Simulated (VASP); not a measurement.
# Bi (P6/mmm) in VASP: a series of runs

Runs on Bi. Level: PBE. Tasks: single point.

Everything below comes from runs of VASP 6.6.1. Logs are shortened: lines on timing, memory, paths and dates and some standing lists are left out, and cuts for length are marked.

## 1. The cell of the first run

The structure is hexagonal, space group P6/mmm (No. 191). The conventional cell has a = 3.268 Å, b = 3.268 Å, c = 3.105 Å, α = 90.00°, β = 90.00°, γ = 120.00°. Within 4.1 Å of Bi (site symmetry 6/mmm) lie 8 Bi at 3.10 to 3.27 Å.

This isn't the form of Bi at room conditions, which is rhombohedral.

## 2. Single point, PBE (28.72 Å³/atom)

Input file INCAR:

```
SYSTEM = Bi
PREC     = Accurate       ! precision mode
ENCUT    = 520            ! plane-wave cutoff, eV
EDIFF    = 1E-6           ! SCF threshold, eV
ISMEAR   = -1             ! smearing method
SIGMA    = 0.1            ! smearing width, eV
LREAL    = .FALSE.        ! projectors in reciprocal space
LASPH    = .TRUE.         ! aspherical terms in the spheres
NELM     = 60             ! most SCF steps
ALGO     = Normal         ! electronic algorithm
ISIF     = 2              ! what is computed and relaxed
LWAVE    = .FALSE.        ! write WAVECAR
LCHARG   = .TRUE.         ! write CHGCAR
GGA      = PE             ! functional
LELF     = .TRUE.         ! ELF
LVHAR    = .TRUE.       
NBANDS   = 14             ! bands
```

Input file KPOINTS:

```
regular mesh
0
G
  14 14 13
  0 0 0
```

Input file POSCAR:

```
Bi
1.0
    3.2678882629      0.0000000000      0.0000000000
   -1.6339441315      2.8300742524      0.0000000000
    0.0000000000      0.0000000000      3.1049732579
Bi
1
Direct
    0.0000000000      0.0000000000      0.0000000000
```

Potentials or basis: VASP PAW PBE potentials, release 64 (Bi_d).

Started as:

```bash
$ cat potpaw_PBE.64/Bi_d/POTCAR > POTCAR
$ mpirun -np 1 vasp_std > vasp.out
```

OUTCAR:

```text
SYSTEM = Bi
   PREC = Accurate
   ENCUT = 520
   EDIFF = 1E-6
   ISMEAR = -1
   LREAL = .FALSE.
   LASPH = .TRUE.
   NELM = 60
   ISIF = 2
   GGA = PE

 ion  position               nearest neighbor table
   1  0.000  0.000  0.000-

  LATTYP: Found a hexagonal cell.
 ALAT       =     3.2678882629
 C/A-ratio  =     0.9501467027

  Lattice vectors:

 A1 = (   3.2678882629,   0.0000000000,   0.0000000000)
 A2 = (  -1.6339441315,   2.8300742524,   0.0000000000)
 A3 = (   0.0000000000,   0.0000000000,   3.1049732579)

Analysis of symmetry for initial positions (statically):
=====================================================================
 Subroutine PRICEL returns:
 Original cell was already a primitive cell.

 Routine SETGRP: Setting up the symmetry group for a
 hexagonal supercell.

 Subroutine GETGRP returns: Found 24 space group operations
 (whereof 24 operations were pure point group operations)
 out of a pool of 24 trial point group operations.

The static configuration has the point symmetry D_6h.

Analysis of symmetry for dynamics (positions and initial velocities):
=====================================================================
 Subroutine PRICEL returns:
 Original cell was already a primitive cell.

 Routine SETGRP: Setting up the symmetry group for a
 hexagonal supercell.

 Subroutine GETGRP returns: Found 24 space group operations
 (whereof 24 operations were pure point group operations)
 out of a pool of 24 trial point group operations.

The dynamic configuration has the point symmetry D_6h.

 Subroutine INISYM returns: Found 24 space group operations
 (whereof 24 operations are pure point group operations),
 and found     1 'primitive' translations

----------------------------------------------------------------------------------------

                                     Primitive cell

  volume of cell :      28.7159

  direct lattice vectors                    reciprocal lattice vectors
     3.267888263  0.000000000  0.000000000     0.306008015  0.176673810  0.000000000
    -1.633944132  2.830074252  0.000000000     0.000000000  0.353347619  0.000000000
     0.000000000  0.000000000  3.104973258     0.000000000  0.000000000  0.322063965

  length of vectors
     3.267888263  3.267888263  3.104973258     0.353347619  0.353347619  0.322063965

  position of ions in fractional coordinates (direct lattice)
     0.000000000  0.000000000  0.000000000

  ion indices of the primitive-cell ions
   primitive index   ion index
                 1           1

----------------------------------------------------------------------------------------

 KPOINTS: regular mesh

Automatic generation of k-mesh.
 Grid dimensions read from file:
 generate k-points for:   14   14   13

 Generating k-lattice:

  Cartesian coordinates                     Fractional coordinates (reciprocal lattice)
     0.021857715  0.012619558  0.000000000     0.071428571  0.000000000  0.000000000
     0.000000000  0.025239116  0.000000000     0.000000000  0.071428571  0.000000000
     0.000000000  0.000000000  0.024774151     0.000000000  0.000000000  0.076923077

  Length of vectors
     0.025239116  0.025239116  0.024774151

  Shift w.r.t. Gamma in fractional coordinates (k-lattice)
     0.000000000  0.000000000  0.000000000

 Subroutine IBZKPT returns following result:
 ===========================================

 Found    168 irreducible k-points:

 Following reciprocal coordinates:
            Coordinates               Weight
  0.000000  0.000000  0.000000      1.000000
  0.071429 -0.000000  0.000000      6.000000
  0.142857 -0.000000  0.000000      6.000000
  0.214286 -0.000000  0.000000      6.000000
  0.285714 -0.000000  0.000000      6.000000
  0.357143 -0.000000  0.000000      6.000000
[... 16 lines left out ...]
  0.285714  0.285714  0.000000      6.000000
  0.357143  0.285714  0.000000      6.000000
 [... further k-points ...]
   k-points           NKPTS =    168   k-points in BZ     NKDIM =    168   number of bands    NBANDS=     14
   number of dos      NEDOS =    301   number of ions     NIONS =      1
   total plane-waves  NPLWV =  13824
   dimension x,y,z NGX =    24 NGY =   24 NGZ =   24
   dimension x,y,z NGXF=    48 NGYF=   48 NGZF=   48
   ions per type =               1
   NGX,Y,Z   is equivalent  to a cutoff of  12.21, 12.21, 12.85 a.u.
   NGXF,Y,Z  is equivalent  to a cutoff of  24.42, 24.42, 25.70 a.u.
 SYSTEM =  Bi
   PREC   = accura    normal or accurate (medium, high low for compatibility)
   ISTART =      0    job   : 0-new  1-cont  2-samecut
   ICHARG =      2    charge: 1-file 2-atom 10-const
   ISPIN  =      1    spin polarized calculation?
   LNONCOLLINEAR =      F non collinear calculations
   LSORBIT =      F    spin-orbit coupling
   LASPH  =      T    aspherical Exc in radial PAW
   ENCUT  =  520.0 eV  38.22 Ry    6.18 a.u.   6.08  6.08  5.77*2*pi/ulx,y,z
   NELM   =     60;   NELMIN=  2; NELMDL= -5     # of ELM steps
   EDIFF  = 0.1E-05   stopping-criterion for ELM
   LREAL  =      F    real-space projection
   EDIFFG = 0.1E-04   stopping-criterion for IOM
   NSW    =      0    number of steps for IOM
   IBRION =     -1    ionic relax: 0-MD 1-quasi-New 2-CG
   NFREE  =      0    steps in history (QN), initial steepest desc. (CG)
   ISIF   =      2    stress and relaxation
   ISYM   =      2    0-nonsym 1-usesym 2-fastsym
   POTIM  = 0.5000    time-step for ionic-motion
   TEBEG  =    0.0;   TEEND  =   0.0 temperature during run
   PSTRESS=    0.0 pullay stress
   NELECT =      15.0000    total number of electrons
   NUPDOWN=      -1.0000    fix difference up-down
   EMIN   =  10.00;   EMAX   =-10.00  energy-range for DOS
   EFERMI =   0.00;   METHOD = LEGACY
   ISMEAR =    -1;   SIGMA  =   0.10  broadening in eV -4-tet -1-fermi 0-gaus
   EFERMI_NEDOS =   21; number of points for ismear=-14 and -15
   IALGO  =     38    algorithm
   IMIX   =      4    mixing-type and parameters
     AMIX     =   0.40;   BMIX     =  1.00
     AMIX_MAG =   1.60;   BMIX_MAG =  1.00
  volume/ion in A,a.u.               =      28.72       193.78
  Fermi-wavevector in a.u.,A,eV,Ry     =   1.318452  2.491513 23.651217  1.738315
  Thomas-Fermi vector in A             =   2.448421
   LORBIT       =      0    0 simple, 1 ext, 2 COOP (PROOUT), +10 PAW based schemes
   GGA     = PE    functional components
   LHFCALC =     F    Hartree Fock is set to
   AEXX    =    0.0000 exact exchange contribution
   IVDW    =     0    specifies the selected vdW correction
   LEPSILON=     F    determine dielectric tensor
   LRPA    =     F    only Hartree local field effects (RPA)
 non-spin polarized calculation
  energy-cutoff  :      520.00
  volume of cell :       28.72
 maximum number of plane-waves:       796
   NGX = 13   NGY = 13   NGZ = 11

 number of electron      14.9999999 magnetization

 Free energy of the ion-electron system (eV)
  ---------------------------------------------------
  ext. energy  EPLUGINS =         0.00000000
  ---------------------------------------------------
  free energy    TOTEN  =        -3.67781555 eV

  energy without entropy =       -3.65946768  energy(sigma->0) =       -3.66864161

 E-fermi :   8.9522     XC(G=0): -10.6048

 val. band max:        8.8676229434   @ k =   0.2143   0.1429   0.4615
 cond. band min:       8.9590238078   @ k =   0.2857   0.1429   0.0769
 fundamental gap:      0.0914008644
 Fermi energy:         8.9522079432

 k-point     1 :       0.0000    0.0000    0.0000
  band No.  band energies     occupation
      1     -14.3625      2.00000
      2     -14.1430      2.00000
      3     -14.1430      2.00000
      4     -13.8859      2.00000
      5     -13.8859      2.00000
      6      -5.3831      2.00000
      7      12.1917      0.00000
      8      14.0072      0.00000
      9      14.0072      0.00000
     10      16.4184      0.00000
     11      18.2901      0.00000
     12      18.4816      0.00000
     13      20.3611      0.00000
     14      20.3611      0.00000

 k-point     2 :       0.0714   -0.0000    0.0000
  band No.  band energies     occupation
      1     -14.3556      2.00000
      2     -14.1450      2.00000
      3     -14.1298      2.00000
      4     -13.8915      2.00000
      5     -13.8872      2.00000
      6      -5.2876      2.00000
      7      12.3017      0.00000
      8      12.9144      0.00000
      9      13.7275      0.00000
     10      16.5312      0.00000
     11      17.6809      0.00000
     12      19.2931      0.00000
     13      20.7624      0.00000
     14      21.5121      0.00000

 k-point     3 :       0.1429   -0.0000    0.0000
  band No.  band energies     occupation
      1     -14.3380      2.00000
      2     -14.1492      2.00000
      3     -14.0926      2.00000
      4     -13.9071      2.00000
      5     -13.8910      2.00000
      6      -5.0023      2.00000
      7      10.8689      0.00000
      8      12.6252      0.00000
      9      13.0643      0.00000
     10      16.6372      0.00000
     11      16.9504      0.00000
     12      20.8092      0.00000
     13      21.7834      0.00000
     14      23.7754      0.00000
[... 324 lines left out ...]
 k-point    23 :       0.2857    0.2857    0.0000
  band No.  band energies     occupation
      1     -14.2177      2.00000
      2     -14.0763      2.00000
      3     -13.9753      2.00000
      4     -13.9637      2.00000
      5     -13.9468      2.00000
      6      -1.8399      2.00000
      7       4.4204      2.00000
      8       6.0809      2.00000
      9      15.9242      0.00000
     10      19.6755      0.00000
     11      21.7180      0.00000
     12      22.0146      0.00000
     13      22.2882      0.00000
     14      22.7016      0.00000

 k-point    24 :       0.3571    0.2857    0.0000
  band No.  band energies     occupation
      1     -14.2114      2.00000
      2     -14.0487      2.00000
      3     -13.9872      2.00000
      4     -13.9716      2.00000
      5     -13.9548      2.00000
      6      -1.6398      2.00000
      7       4.4433      2.00000
      8       5.5520      2.00000
      9      16.1364      0.00000
     10      20.3049      0.00000
     11      21.0451      0.00000
     12      21.9606      0.00000
     13      22.5097      0.00000
     14      22.6086      0.00000

 [... further k-points ...]

------------------------ aborting loop because EDIFF is reached ----------------------------------------

  FORCE on cell =-STRESS in cart. coord.  units (eV):
  Direction    XX          YY          ZZ          XY          YZ          ZX
  --------------------------------------------------------------------------------------
  -------------------------------------------------------------------------------------
  Total        2.0469781      2.0469781      2.0462468     -0.0000000     -0.0000000     -0.0000000
  in kB      114.2091453    114.2091453    114.1683454     -0.0000000     -0.0000000     -0.0000000
  external PRESSURE =     114.1955453 kB  Pullay stress =       0.0000000 kB

 VOLUME and BASIS-vectors are now :
 -----------------------------------------------------------------------------
  energy-cutoff  :      520.00
  volume of cell :       28.72
      direct lattice vectors                 reciprocal lattice vectors
     3.267888263  0.000000000  0.000000000     0.306008015  0.176673810  0.000000000
    -1.633944132  2.830074252  0.000000000     0.000000000  0.353347619  0.000000000
     0.000000000  0.000000000  3.104973258     0.000000000  0.000000000  0.322063965

 POSITION                                       TOTAL-FORCE (eV/Angst)
 -----------------------------------------------------------------------------------
      0.00000      0.00000      0.00000        -0.000000      0.000000      0.000000
 -----------------------------------------------------------------------------------
    total drift:                                0.000000     -0.000000      0.000000

  FREE ENERGIE OF THE ION-ELECTRON SYSTEM (eV)
  ---------------------------------------------------
  free  energy   TOTEN  =        -3.6778155482 eV

  energy  without entropy=       -3.6594676799  energy(sigma->0) =       -3.66864161
```

Wall time 55 s (1 thread of Intel Xeon 8259CL, shared host); peak memory 0.18 GiB.

What came out:

| Quantity | Value |
| --- | --- |
| Free energy | -3.6778 eV |
| Pressure | 11.4 GPa |
| Band gap on the k mesh | zero (an odd number of electrons rules out a gap without spin polarisation) |

Caveat: the cell stands under pressure; spin-orbit coupling is left out, which moves the levels of the heavy elements.

## 3. Single point, PBE

This run uses another cell than the first one, of 32.09 Å³/atom.

Input file INCAR:

```
PREC     = Accurate       # precision mode
ENCUT    = 520            # plane-wave cutoff, eV
EDIFF    = 1E-7           # SCF threshold, eV
ISMEAR   = -1             # smearing method
SIGMA    = 0.1            # smearing width, eV
LREAL    = F              # projectors in reciprocal space
LASPH    = T              # aspherical terms in the spheres
NELM     = 100            # most SCF steps
ALGO     = Normal         # electronic algorithm
ISIF     = 2              # what is computed and relaxed
LWAVE    = F              # write WAVECAR
LCHARG   = T              # write CHGCAR
GGA      = PE             # functional
LELF     = T              # ELF
LVHAR    = T            
NBANDS   = 14             # bands
```

Input file KPOINTS:

```
Automatic mesh
0
Gamma
  14 14 13
```

Input file POSCAR:

```
Bi
1.0
    3.3900534553      0.0000000000      0.0000000000
   -1.6950267276      2.9358724125      0.0000000000
    0.0000000000      0.0000000000      3.2246593881
Bi
1
Direct
    0.0000000000      0.0000000000      0.0000000000
```

Potentials or basis: VASP PAW PBE potentials, release 64 (Bi_d).

Started as:

```bash
$ cat potpaw_PBE.64/Bi_d/POTCAR > POTCAR
$ mpirun -np 1 vasp_std > vasp.out
```

Wall time 92 s (1 thread of Intel Xeon 8259CL, shared host); peak memory 0.2 GiB.

The run converged. Its results:

```yaml
Free_energy: -3.8204 eV
Pressure: 2.7 GPa
Band_gap_on_the_k_mesh: zero (an odd number of electrons rules out a gap without spin polarisation)
```

Levels at points of the mesh, in eV from the Fermi level:
| k point | band 3 | band 4 | band 5 | band 6 | band 7 | band 8 | band 9 | band 10 | band 11 | band 12 |
| --- | --- | --- | --- | --- | --- | --- | --- | --- | --- | --- |
| (0.00, 0.00, 0.00) | -22.95 | -22.76 | -22.76 | -13.48 | 2.99 | 4.49 | 4.49 | 6.92 | 8.71 | 9.46 |
| (0.50, 0.00, 0.00) | -22.84 | -22.78 | -22.75 | -10.80 | -5.16 | 1.52 | 5.70 | 5.78 | 10.08 | 11.04 |

Caveat: spin-orbit coupling is left out, which moves the levels of the heavy elements.

## 4. Single point, PBE (32.09 Å³/atom)

This run uses another cell than the first one, of 32.09 Å³/atom.

Input file INCAR:

```
SYSTEM = Bi
  PREC = Accurate
  ENCUT = 520
  EDIFF = 1E-7
  ISMEAR = -1
  SIGMA = 0.1
  LREAL = .FALSE.
  LASPH = .TRUE.
  NELM = 80
  ALGO = Normal
  ISIF = 2
  LWAVE = .FALSE.
  LCHARG = .FALSE.
  GGA = PE
  NBANDS = 14
```

Input file KPOINTS:

```
regular mesh
0
G
  14 14 13
  0 0 0
```

POSCAR is that of step 3.

Started as:

```bash
$ cat potpaw_PBE.64/Bi_d/POTCAR > POTCAR
$ mpirun -np 1 vasp_std > vasp.out
```

Run time: 92 s. Hardware: 1 thread of Intel Xeon 8259CL, shared host; peak memory 0.2 GiB.

Results (log left out):

```
Free energy            : -3.8204 eV
Pressure               : 2.7 GPa
Band gap on the k mesh : zero (an odd number of electrons rules out a gap without spin polarisation)
```

Levels at points of the mesh, in eV from the Fermi level:
| k point | band 4 | band 5 | band 6 | band 7 | band 8 | band 9 | band 10 | band 11 |
| --- | --- | --- | --- | --- | --- | --- | --- | --- |
| (0.00, 0.00, 0.00) | -22.76 | -22.76 | -13.48 | 2.99 | 4.49 | 4.49 | 6.92 | 8.71 |
| (0.50, 0.00, 0.00) | -22.78 | -22.75 | -10.80 | -5.16 | 1.52 | 5.70 | 5.78 | 10.08 |

Caveat: spin-orbit coupling is left out, which moves the levels of the heavy elements.
